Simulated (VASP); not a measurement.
# Pt: single point with PBEsol

System: Pt, a slab with vacuum.

```
Pt
1.0
     2.77167    0.00000    0.00000
     0.00000    3.91973    0.00000
     0.00000    0.00000   12.27700
Pt
5
Direct
  0.00000 0.00000 0.28509
  0.50000 0.50000 0.38025
  0.00000 0.00000 0.50000
  0.50000 0.50000 0.61975
  0.00000 0.00000 0.71491
```

* Program: VASP 6.6.1
* Task: single point
* Functional: PBEsol
* Potentials or basis: VASP PAW PBE potentials, release 64 (Pt)
* Cutoff: 520 eV
* k mesh: 12 × 9 × 1
* Occupations: fermi-dirac, width 0.1 eV
* Spin: no spin polarisation

```yaml
Largest_force: 0.016 eV/Å
Band_gap_on_the_k_mesh: zero (bands 25 and 26 overlap by 0.88 eV)
```

Forces in eV/Å, atoms in the order of the input:
```
Pt   0.000  0.000  0.016
Pt   0.000  0.000 -0.002
Pt   0.000  0.000  0.000
Pt   0.000  0.000  0.002
Pt   0.000  0.000 -0.016
```

Levels at points of the mesh, in eV from the Fermi level:
```
           k point  band 22  band 23  band 24  band 25  band 26  band 27  band 28  band 29
(0.00, 0.00, 0.00)    -1.30    -1.10    -0.61    -0.21    -0.06     0.14     0.54     1.86
(0.50, 0.00, 0.00)    -0.02     0.11     0.30     0.53     1.94     2.15     2.36     2.38
```

Run time: 5.4 min on 1 thread of Intel Xeon 8259CL (shared host), peak memory 0.3 GiB.

Caveat: the PAW data sets were made with another functional, which shifts forces and pressure a little; spin-orbit coupling is left out, which moves the levels of the heavy elements.
